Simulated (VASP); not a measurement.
Input of a VASP 6.6.1 run:

The input POSCAR:

```
KI
1.0
    0.0000000000      3.5442852436      3.5442852436
    3.5442852436      0.0000000000      3.5442852436
    3.5442852436      3.5442852436      0.0000000000
K I
1 1
Direct
    0.0000000000      0.0000000000      0.0000000000
    0.5000000000      0.5000000000      0.5000000000
```

Contents of INCAR.step1:

```
SYSTEM = KI
PREC = Accurate ; ENCUT = 520
EDIFF = 1E-5 ; ISMEAR = 0
SIGMA = 0.01 ; LREAL = .FALSE.
LASPH = .TRUE. ; NELM = 80
ALGO = Normal ; ISIF = 2
LWAVE = .TRUE. ; NBANDS = 15
GGA = PE
```

Contents of INCAR.step2:

```
SYSTEM = KI
PREC = Accurate ; ENCUT = 520
EDIFF = 1E-6 ; ISMEAR = 0
SIGMA = 0.01 ; LREAL = .FALSE.
LASPH = .TRUE. ; NELM = 80
ALGO = Normal ; ISIF = 2
LWAVE = .FALSE. ; LCHARG = .TRUE.
GGA = PE ; LHFCALC = .TRUE.
HFSCREEN = 0.2079 ; PRECFOCK = Normal
LELF = .TRUE. ; LVHAR = .TRUE.
NBANDS = 15 ; ISTART = 1
```

The input KPOINTS:

```
Automatic mesh
0
G
  4 4 4
  0 0 0
```

Potentials or basis: VASP PAW PBE potentials, release 64 (K_sv, I).

Run with:

```bash
$ cat potpaw_PBE.64/K_sv/POTCAR potpaw_PBE.64/I/POTCAR > POTCAR
$ cp INCAR.step1 INCAR
$ mpirun -np 1 vasp_std > vasp.out
$ cp INCAR.step2 INCAR
$ mpirun -np 1 vasp_std > vasp.out
```

Q: Predict the pressure.

A: 0.3 GPa.

Q: Predict the band gap on the k mesh.

A: 4.93 eV, direct.

Caveat: the PAW data sets were made with another functional, which shifts forces and pressure a little; spin-orbit coupling is left out, which moves the levels of the heavy elements.
